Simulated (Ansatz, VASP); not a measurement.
**ZnTe2O3 in VASP and in Ansatz**

INCAR

```
PREC     = Accurate       # precision mode
ENCUT    = 600            # plane-wave cutoff, eV
EDIFF    = 1E-7           # SCF threshold, eV
ISMEAR   = 0              # smearing method
SIGMA    = 0.1            # smearing width, eV
LREAL    = F              # projectors in reciprocal space
LASPH    = T              # aspherical terms in the spheres
NELM     = 100            # most SCF steps
ALGO     = Fast           # electronic algorithm
ISIF     = 3              # what is computed and relaxed
LWAVE    = F              # write WAVECAR
LCHARG   = F              # write CHGCAR
GGA      = PE             # functional
IBRION   = 2              # ionic algorithm
NSW      = 100            # ionic steps
EDIFFG   = -0.01          # ionic threshold
```

KPOINTS

```
Automatic mesh
0
Gamma
  12 12 12
```

POSCAR

```
ZnTe2O3
1.0
    2.8911656335      1.6692152568      3.0770597916
   -2.8911656335      1.6692152568      3.0770597916
    0.0000000000     -3.3384305136      3.0770597916
Zn Te O
1 2 3
Direct
    0.0000000000      0.0000000000      0.0000000000
    0.6730027327      0.6730027327      0.6730027327
    0.3269972673      0.3269972673      0.3269972673
    0.0000000000      0.5000000000      0.0000000000
    0.5000000000      0.0000000000      0.0000000000
    0.0000000000      0.0000000000      0.5000000000
```

Input for Ansatz:

```yaml
crystal:
  lattice:
    - [2.8911656335, 1.6692152568, 3.0770597916]
    - [-2.8911656335, 1.6692152568, 3.0770597916]
    - [0.0, -3.3384305136, 3.0770597916]
  atoms:
    - { symbol: Zn, position: [0.0, 0.0, 0.0] }
    - { symbol: Te, position: [0.6730027327, 0.6730027327, 0.6730027327] }
    - { symbol: Te, position: [0.3269972673, 0.3269972673, 0.3269972673] }
    - { symbol: O, position: [0.0, 0.5, 0.0] }
    - { symbol: O, position: [0.5, 0.0, 0.0] }
    - { symbol: O, position: [0.0, 0.0, 0.5] }
basis:
  ecutwfc: 420
kpoints:
  mp_grid: { grid: [12, 12, 12] }
hamiltonian:
  xc: pbe
scf:
  occupations: { method: gaussian, width: 0.1 }
output:
  forces: true
  stress: true
  eigenvalues: true
relax:
  adjacent_minimum: "off"
  f_tol: 0.01
  max_steps: 80
  cell: { stress_tol: 0.05 }
```

Change from the starting cell: species swapped into the Ce2Al3Fe type (R-3m, No. 166).

Alike in both runs: task relaxation of cell and atoms; functional PBE; k mesh 12 × 12 × 12; occupations gaussian, width 0.1 eV; no spin polarisation.

|  | VASP | Ansatz |
| --- | --- | --- |
| version | VASP 6.6.1 | Ansatz 0.2.0 |
| potentials or method | VASP PAW PBE potentials, release 64 (Zn, Te, O), cutoff 600 eV | scalar-relativistic, plane waves, PAW |
| valence electrons in the cell | 42 | 62 |

```csv
,VASP,Ansatz,Ansatz less VASP
"gap on the k mesh at the Fermi level, each at its own relaxed structure (eV)",none,none,-
relaxed volume (Å³/atom),14.87,14.92,+0.046
relaxed length of the cell vector where the two differ most in proportion (Å),4.534,4.538,+0.0042
```

A gap of «none» marks a metal or a gap that the smearing closes. VASP's potentials hold 42 valence electrons a cell and Ansatz's 62, so a difference there can come from the potentials and not from the codes.

Spin-orbit coupling is off throughout.
